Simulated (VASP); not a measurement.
# Ti (Im-3m) in VASP: further runs

The runs below take Ti through single point, with r2SCAN.

Program: VASP 6.6.1. These are calculated values, not measurements. Logs are shortened: lines on timing, memory, paths and dates and some standing lists are left out, and cuts for length are marked.

## 1. The cell of the first run

The structure is cubic, space group Im-3m (No. 229). The conventional cell has a = 3.167 Å, b = 3.167 Å, c = 3.167 Å, α = 90.00°, β = 90.00°, γ = 90.00°. Ti (site symmetry m-3m) has 14 Ti at 2.74 to 3.17 Å within 3.6 Å.

This isn't the form of Ti at room conditions, which is hcp.

## 2. Single point, r2SCAN (15.88 Å³/atom)

Input file POSCAR:

```
Ti
1.0
   -1.5835033220      1.5835033220      1.5835033220
    1.5835033220     -1.5835033220      1.5835033220
    1.5835033220      1.5835033220     -1.5835033220
Ti
1
Direct
    0.0000000000      0.0000000000      0.0000000000
```

Input file INCAR.step1:

```
SYSTEM = Ti
PREC     = Accurate       ! precision mode
ENCUT    = 520            ! plane-wave cutoff, eV
ISMEAR   = -1             ! smearing method
SIGMA    = 0.1            ! smearing width, eV
LREAL    = .FALSE.        ! projectors in reciprocal space
LASPH    = .TRUE.         ! aspherical terms in the spheres
NELM     = 100            ! most SCF steps
NBANDS   = 12             ! bands
GGA      = PE             ! functional
ALGO     = Normal         ! electronic algorithm
EDIFF    = 1E-4           ! SCF threshold, eV
LWAVE    = .TRUE.         ! write WAVECAR
LCHARG   = .FALSE.        ! write CHGCAR
```

Input file INCAR.step2:

```
SYSTEM = Ti
PREC     = Accurate       ! precision mode
ENCUT    = 520            ! plane-wave cutoff, eV
EDIFF    = 1E-6           ! SCF threshold, eV
ISMEAR   = -1             ! smearing method
SIGMA    = 0.1            ! smearing width, eV
LREAL    = .FALSE.        ! projectors in reciprocal space
LASPH    = .TRUE.         ! aspherical terms in the spheres
NELM     = 100            ! most SCF steps
ALGO     = Normal         ! electronic algorithm
ISIF     = 2              ! what is computed and relaxed
LWAVE    = .FALSE.        ! write WAVECAR
LCHARG   = .FALSE.        ! write CHGCAR
METAGGA  = R2SCAN         ! meta-GGA
LMIXTAU  = .TRUE.       
NBANDS   = 12             ! bands
ISTART   = 1
```

Input file KPOINTS:

```
Automatic mesh
0
G
  15 15 15
  0 0 0
```

Potentials or basis: VASP PAW PBE potentials, release 64 (Ti_sv).

Launch:

```bash
$ cat potpaw_PBE.64/Ti_sv/POTCAR > POTCAR
$ cp INCAR.step1 INCAR
$ mpirun -np 1 vasp_std > vasp.out
$ cp INCAR.step2 INCAR
$ mpirun -np 1 vasp_std > vasp.out
```

OUTCAR:

```text
SYSTEM = Ti
   PREC = Accurate
   ENCUT = 520
   EDIFF = 1E-6
   ISMEAR = -1
   LREAL = .FALSE.
   LASPH = .TRUE.
   NELM = 100
   ISIF = 2
   METAGGA = R2SCAN
   ISTART = 1

 ion  position               nearest neighbor table
   1  0.000  0.000  0.000-

  LATTYP: Found a body centered cubic cell.
 ALAT       =     3.1670066440

  Lattice vectors:

 A1 = (  -1.5835033220,   1.5835033220,   1.5835033220)
 A2 = (   1.5835033220,  -1.5835033220,   1.5835033220)
 A3 = (   1.5835033220,   1.5835033220,  -1.5835033220)

Analysis of symmetry for initial positions (statically):
=====================================================================
 Subroutine PRICEL returns:
 Original cell was already a primitive cell.

 Routine SETGRP: Setting up the symmetry group for a
 body centered cubic supercell.

 Subroutine GETGRP returns: Found 48 space group operations
 (whereof 48 operations were pure point group operations)
 out of a pool of 48 trial point group operations.

The static configuration has the point symmetry O_h .

Analysis of symmetry for dynamics (positions and initial velocities):
=====================================================================
 Subroutine PRICEL returns:
 Original cell was already a primitive cell.

 Routine SETGRP: Setting up the symmetry group for a
 body centered cubic supercell.

 Subroutine GETGRP returns: Found 48 space group operations
 (whereof 48 operations were pure point group operations)
 out of a pool of 48 trial point group operations.

The dynamic configuration has the point symmetry O_h .

 Subroutine INISYM returns: Found 48 space group operations
 (whereof 48 operations are pure point group operations),
 and found     1 'primitive' translations

----------------------------------------------------------------------------------------

                                     Primitive cell

  volume of cell :      15.8824

  direct lattice vectors                    reciprocal lattice vectors
    -1.583503322  1.583503322  1.583503322     0.000000000  0.315755574  0.315755574
     1.583503322 -1.583503322  1.583503322     0.315755574  0.000000000  0.315755574
     1.583503322  1.583503322 -1.583503322     0.315755574  0.315755574  0.000000000

  length of vectors
     2.742708208  2.742708208  2.742708208     0.446545815  0.446545815  0.446545815

  position of ions in fractional coordinates (direct lattice)
     0.000000000  0.000000000  0.000000000

  ion indices of the primitive-cell ions
   primitive index   ion index
                 1           1

----------------------------------------------------------------------------------------

 KPOINTS: Automatic mesh

Automatic generation of k-mesh.
 Grid dimensions read from file:
 generate k-points for:   15   15   15

 Generating k-lattice:

  Cartesian coordinates                     Fractional coordinates (reciprocal lattice)
     0.000000000  0.021050372  0.021050372     0.066666667  0.000000000  0.000000000
     0.021050372  0.000000000  0.021050372     0.000000000  0.066666667  0.000000000
     0.021050372  0.021050372  0.000000000     0.000000000  0.000000000  0.066666667

  Length of vectors
     0.029769721  0.029769721  0.029769721

  Shift w.r.t. Gamma in fractional coordinates (k-lattice)
     0.000000000  0.000000000  0.000000000

 Subroutine IBZKPT returns following result:
 ===========================================

 Found    120 irreducible k-points:

 Following reciprocal coordinates:
            Coordinates               Weight
  0.000000  0.000000  0.000000      1.000000
  0.066667  0.000000  0.000000     12.000000
  0.133333  0.000000  0.000000     12.000000
  0.200000  0.000000  0.000000     12.000000
  0.266667  0.000000  0.000000     12.000000
  0.333333  0.000000  0.000000     12.000000
[... 16 lines left out ...]
  0.333333  0.200000 -0.000000     48.000000
  0.400000  0.200000  0.000000     24.000000
 [... further k-points ...]
   k-points           NKPTS =    120   k-points in BZ     NKDIM =    120   number of bands    NBANDS=     12
   number of dos      NEDOS =    301   number of ions     NIONS =      1
   total plane-waves  NPLWV =   8000
   dimension x,y,z NGX =    20 NGY =   20 NGZ =   20
   dimension x,y,z NGXF=    40 NGYF=   40 NGZF=   40
   ions per type =               1
   NGX,Y,Z   is equivalent  to a cutoff of  12.12, 12.12, 12.12 a.u.
   NGXF,Y,Z  is equivalent  to a cutoff of  24.25, 24.25, 24.25 a.u.
 SYSTEM =  Ti
   PREC   = accura    normal or accurate (medium, high low for compatibility)
   ISTART =      1    job   : 0-new  1-cont  2-samecut
   ICHARG =      0    charge: 1-file 2-atom 10-const
   ISPIN  =      1    spin polarized calculation?
   LNONCOLLINEAR =      F non collinear calculations
   LSORBIT =      F    spin-orbit coupling
   LASPH  =      T    aspherical Exc in radial PAW
   ENCUT  =  520.0 eV  38.22 Ry    6.18 a.u.   5.10  5.10  5.10*2*pi/ulx,y,z
   NELM   =    100;   NELMIN=  2; NELMDL=  0     # of ELM steps
   EDIFF  = 0.1E-05   stopping-criterion for ELM
   LREAL  =      F    real-space projection
   EDIFFG = 0.1E-04   stopping-criterion for IOM
   NSW    =      0    number of steps for IOM
   IBRION =     -1    ionic relax: 0-MD 1-quasi-New 2-CG
   NFREE  =      0    steps in history (QN), initial steepest desc. (CG)
   ISIF   =      2    stress and relaxation
   ISYM   =      2    0-nonsym 1-usesym 2-fastsym
   POTIM  = 0.5000    time-step for ionic-motion
   TEBEG  =    0.0;   TEEND  =   0.0 temperature during run
   PSTRESS=    0.0 pullay stress
   NELECT =      12.0000    total number of electrons
   NUPDOWN=      -1.0000    fix difference up-down
   EMIN   =  10.00;   EMAX   =-10.00  energy-range for DOS
   EFERMI =   0.00;   METHOD = LEGACY
   ISMEAR =    -1;   SIGMA  =   0.10  broadening in eV -4-tet -1-fermi 0-gaus
   EFERMI_NEDOS =   21; number of points for ismear=-14 and -15
   IALGO  =     38    algorithm
   IMIX   =      4    mixing-type and parameters
     AMIX     =   0.40;   BMIX     =  1.00
     AMIX_MAG =   1.60;   BMIX_MAG =  1.00
  volume/ion in A,a.u.               =      15.88       107.18
  Fermi-wavevector in a.u.,A,eV,Ry     =   1.491064  2.817702 30.249448  2.223272
  Thomas-Fermi vector in A             =   2.603766
   LORBIT       =      0    0 simple, 1 ext, 2 COOP (PROOUT), +10 PAW based schemes
   METAGGA = R2SCAN    functional components
   LHFCALC =     F    Hartree Fock is set to
   AEXX    =    0.0000 exact exchange contribution
   IVDW    =     0    specifies the selected vdW correction
   LEPSILON=     F    determine dielectric tensor
   LRPA    =     F    only Hartree local field effects (RPA)
 non-spin polarized calculation
  energy-cutoff  :      520.00
  volume of cell :       15.88
 maximum number of plane-waves:       442
   NGX = 11   NGY = 11   NGZ = 11

 number of electron      11.9999999 magnetization

 Free energy of the ion-electron system (eV)
  ---------------------------------------------------
  ext. energy  EPLUGINS =         0.00000000
  ---------------------------------------------------
  free energy    TOTEN  =       -12.80251497 eV

  energy without entropy =      -12.73693914  energy(sigma->0) =      -12.76972706

 E-fermi :   9.0959     XC(G=0): -12.8661

 val. band max:        9.0921318759   @ k =  -0.3333  -0.4667   0.0667
 cond. band min:       9.1083470502   @ k =  -0.4000  -0.4667   0.0667
 fundamental gap:      0.0162151742
 Fermi energy:         9.0959327054

 k-point     1 :       0.0000    0.0000    0.0000
  band No.  band energies     occupation
      1     -49.6194      2.00000
      2     -24.3036      2.00000
      3     -24.3036      2.00000
      4     -24.3035      2.00000
      5       2.5878      2.00000
      6      10.3274      0.00001
      7      10.3274      0.00001
      8      10.3275      0.00001
      9      12.3130      0.00000
     10      12.3130      0.00000
     11      27.8371      0.00000
     12      27.8372      0.00000

 k-point     2 :       0.0667    0.0000    0.0000
  band No.  band energies     occupation
      1     -49.6110      2.00000
      2     -24.3456      2.00000
      3     -24.3159      2.00000
      4     -24.3039      2.00000
      5       2.7596      2.00000
      6      10.2426      0.00002
      7      10.3004      0.00001
      8      10.4550      0.00000
      9      12.2126      0.00000
     10      12.3174      0.00000
     11      27.6382      0.00000
     12      27.8355      0.00000

 k-point     3 :       0.1333    0.0000    0.0000
  band No.  band energies     occupation
      1     -49.5873      2.00000
      2     -24.4635      2.00000
      3     -24.3508      2.00000
      4     -24.3051      2.00000
      5       3.2551      2.00000
      6      10.0108      0.00021
      7      10.1723      0.00004
      8      10.8271      0.00000
      9      12.0189      0.00000
     10      12.3360      0.00000
     11      26.9621      0.00000
     12      27.6533      0.00000
[... 286 lines left out ...]
 k-point    23 :       0.3333    0.2000   -0.0000
  band No.  band energies     occupation
      1     -49.4147      2.00000
      2     -25.0986      2.00000
      3     -24.6955      2.00000
      4     -24.3938      2.00000
      5       7.1215      2.00000
      6       8.5758      1.98904
      7       9.1245      0.85790
      8      12.2113      0.00000
      9      12.8759      0.00000
     10      15.3596      0.00000
     11      19.8644      0.00000
     12      22.0428      0.00000

 k-point    24 :       0.4000    0.2000    0.0000
  band No.  band energies     occupation
      1     -49.4077      2.00000
      2     -25.1136      2.00000
      3     -24.7203      2.00000
      4     -24.3957      2.00000
      5       7.1657      2.00000
      6       8.6265      1.98187
      7       9.1654      0.66599
      8      12.2734      0.00000
      9      12.9183      0.00000
     10      15.8264      0.00000
     11      19.1320      0.00000
     12      21.8411      0.00000

 [... further k-points ...]
[... 5 lines left out ...]
  --------------------------------------------------------------------------------------
  -------------------------------------------------------------------------------------
  Total        1.0767338      1.0767338      1.0767338     -0.0000000     -0.0000000      0.0000000
  in kB      108.6180473    108.6180473    108.6180473     -0.0000000     -0.0000000      0.0000000
  external PRESSURE =     108.6180473 kB  Pullay stress =       0.0000000 kB

 VOLUME and BASIS-vectors are now :
 -----------------------------------------------------------------------------
  energy-cutoff  :      520.00
  volume of cell :       15.88
      direct lattice vectors                 reciprocal lattice vectors
    -1.583503322  1.583503322  1.583503322     0.000000000  0.315755574  0.315755574
     1.583503322 -1.583503322  1.583503322     0.315755574  0.000000000  0.315755574
     1.583503322  1.583503322 -1.583503322     0.315755574  0.315755574  0.000000000

 POSITION                                       TOTAL-FORCE (eV/Angst)
 -----------------------------------------------------------------------------------
      0.00000      0.00000      0.00000        -0.000000      0.000000      0.000000
 -----------------------------------------------------------------------------------
    total drift:                                0.000000      0.000000      0.000000

  FREE ENERGIE OF THE ION-ELECTRON SYSTEM (eV)
  ---------------------------------------------------
  free  energy   TOTEN  =       -12.8025149749 eV

  energy  without entropy=      -12.7369391389  energy(sigma->0) =      -12.76972706
```

Wall time 79 s (1 thread of Intel Xeon 8259CL, shared host); peak memory 0.14 GiB.

What came out:

* Free energy: -12.8025 eV
* Pressure: 10.9 GPa
* Band gap on the k mesh: zero (bands 6 and 7 overlap by 1.99 eV)

Caveat: the cell stands under pressure; the PAW data sets were made with another functional, which shifts forces and pressure a little.

## 3. Single point, r2SCAN (16.57 Å³/atom)

This run uses another cell than the first one, of 16.57 Å³/atom.

Input file POSCAR:

```
Ti
1.0
   -1.6061278547      1.6061278547      1.6061278547
    1.6061278547     -1.6061278547      1.6061278547
    1.6061278547      1.6061278547     -1.6061278547
Ti
1
Direct
    0.0000000000      0.0000000000      0.0000000000
```

Input file INCAR.step1:

```
SYSTEM = Ti
PREC = Accurate
ENCUT = 520
ISMEAR = -1
SIGMA = 0.1
LREAL = .False.
LASPH = .True.
NELM = 80
NBANDS = 12
GGA = PE
ALGO = Normal
EDIFF = 1E-4
LWAVE = .True.
LCHARG = .False.
```

Input file INCAR.step2:

```
SYSTEM = Ti
PREC = Accurate
ENCUT = 520
EDIFF = 1E-6
ISMEAR = -1
SIGMA = 0.1
LREAL = .False.
LASPH = .True.
NELM = 80
ALGO = Normal
ISIF = 2
LWAVE = .False.
LCHARG = .False.
METAGGA = R2SCAN
LMIXTAU = .True.
NBANDS = 12
ISTART = 1
```

Input file KPOINTS:

```
regular mesh
0
Gamma
  15 15 15
  0 0 0
```

Potentials or basis: VASP PAW PBE potentials, release 64 (Ti_sv).

Launch:

```bash
$ cat potpaw_PBE.64/Ti_sv/POTCAR > POTCAR
$ cp INCAR.step1 INCAR
$ mpirun -np 1 vasp_std > vasp.out
$ cp INCAR.step2 INCAR
$ mpirun -np 1 vasp_std > vasp.out
```

It took 71 s on 1 thread of Intel Xeon 8259CL, shared host; peak memory 0.16 GiB.

It converged, with:

```
Free energy            : -12.8377 eV
Pressure               : 5.1 GPa
Band gap on the k mesh : zero (bands 6 and 7 overlap by 1.91 eV)
```

Levels at points of the mesh, in eV from the Fermi level:
```csv
k point,band 4,band 5,band 6,band 7,band 8,band 9
"(0.00, 0.00, 0.00)",-33.55,-6.43,1.19,1.19,1.19,3.08
```

Caveat: the cell stands under pressure; the PAW data sets were made with another functional, which shifts forces and pressure a little.

## 4. Single point, r2SCAN (17.26 Å³/atom)

This run uses another cell than the first one, of 17.26 Å³/atom.

Input file POSCAR:

```
Ti
1.0
   -1.6281323405      1.6281323405      1.6281323405
    1.6281323405     -1.6281323405      1.6281323405
    1.6281323405      1.6281323405     -1.6281323405
Ti
1
Direct
    0.0000000000      0.0000000000      0.0000000000
```

Input file INCAR.step1:

```
SYSTEM = Ti
PREC = Accurate
ENCUT = 520
ISMEAR = -1
SIGMA = 0.1
LREAL = .FALSE.
LASPH = .TRUE.
NELM = 60
NBANDS = 12
GGA = PE
ALGO = Normal
EDIFF = 1E-4
LWAVE = .TRUE.
LCHARG = .FALSE.
```

Input file INCAR.step2:

```
SYSTEM = Ti
PREC = Accurate
ENCUT = 520
EDIFF = 1E-6
ISMEAR = -1
SIGMA = 0.1
LREAL = .FALSE.
LASPH = .TRUE.
NELM = 60
ALGO = Normal
ISIF = 2
LWAVE = .FALSE.
LCHARG = .TRUE.
METAGGA = R2SCAN
LMIXTAU = .TRUE.
LELF = .TRUE.
LVHAR = .TRUE.
NBANDS = 12
ISTART = 1
```

Input file KPOINTS:

```
regular mesh
0
G
  15 15 15
  0 0 0
```

Launch:

```bash
$ cat potpaw_PBE.64/Ti_sv/POTCAR > POTCAR
$ cp INCAR.step1 INCAR
$ mpirun -np 1 vasp_std > vasp.out
$ cp INCAR.step2 INCAR
$ mpirun -np 1 vasp_std > vasp.out
```

Wall time 72 s (1 thread of Intel Xeon 8259CL, shared host); peak memory 0.16 GiB.

Results (log left out):

| Property | Result |
| --- | --- |
| Free energy | -12.8501 eV |
| Pressure | 0.3 GPa |
| Band gap on the k mesh | zero (bands 6 and 7 overlap by 1.84 eV) |

Levels at points of the mesh, in eV from the Fermi level:
```csv
k point,band 2,band 3,band 4,band 5,band 6,band 7,band 8,band 9,band 10,band 11
"(0.00, 0.00, 0.00)",-33.69,-33.69,-33.69,-6.36,1.15,1.15,1.15,2.94,2.94,18.13
```

Caveat: the PAW data sets were made with another functional, which shifts forces and pressure a little.

## 5. Single point, r2SCAN (17.95 Å³/atom)

This run uses another cell than the first one, of 17.95 Å³/atom.

Input file POSCAR:

```
Ti
1.0
   -1.6495575914      1.6495575914      1.6495575914
    1.6495575914     -1.6495575914      1.6495575914
    1.6495575914      1.6495575914     -1.6495575914
Ti
1
Direct
    0.0000000000      0.0000000000      0.0000000000
```

Input file INCAR.step1:

```
SYSTEM = Ti
ALGO = Normal
EDIFF = 1E-4
ENCUT = 520
GGA = PE
ISMEAR = -1
LASPH = .TRUE.
LCHARG = .FALSE.
LREAL = .FALSE.
LWAVE = .TRUE.
NBANDS = 12
NELM = 60
PREC = Accurate
SIGMA = 0.1
```

Input file INCAR.step2:

```
SYSTEM = Ti
ALGO = Normal
EDIFF = 1E-7
ENCUT = 520
ISIF = 2
ISMEAR = -1
ISTART = 1
LASPH = .TRUE.
LCHARG = .TRUE.
LELF = .TRUE.
LMIXTAU = .TRUE.
LREAL = .FALSE.
LVHAR = .TRUE.
LWAVE = .FALSE.
METAGGA = R2SCAN
NBANDS = 12
NELM = 60
PREC = Accurate
SIGMA = 0.1
```

Input file KPOINTS:

```
k-points
0
G
  15 15 15
  0 0 0
```

Launch:

```bash
$ cat potpaw_PBE.64/Ti_sv/POTCAR > POTCAR
$ cp INCAR.step1 INCAR
$ mpirun -np 1 vasp_std > vasp.out
$ cp INCAR.step2 INCAR
$ mpirun -np 1 vasp_std > vasp.out
```

It took 93 s on 1 thread of Intel Xeon 8259CL, shared host; peak memory 0.16 GiB.

It converged, with:

```yaml
Free_energy: -12.8432 eV
Pressure: -3.7 GPa
Band_gap_on_the_k_mesh: zero (bands 6 and 7 overlap by 1.76 eV)
```

Levels at points of the mesh, in eV from the Fermi level:
```tsv
k point	band 3	band 4	band 5	band 6	band 7	band 8	band 9	band 10
(0.00, 0.00, 0.00)	-33.83	-33.83	-6.27	1.11	1.11	1.11	2.82	2.82
```

Caveat: the cell stands under tension; the PAW data sets were made with another functional, which shifts forces and pressure a little.

[end of part 1 of 2]
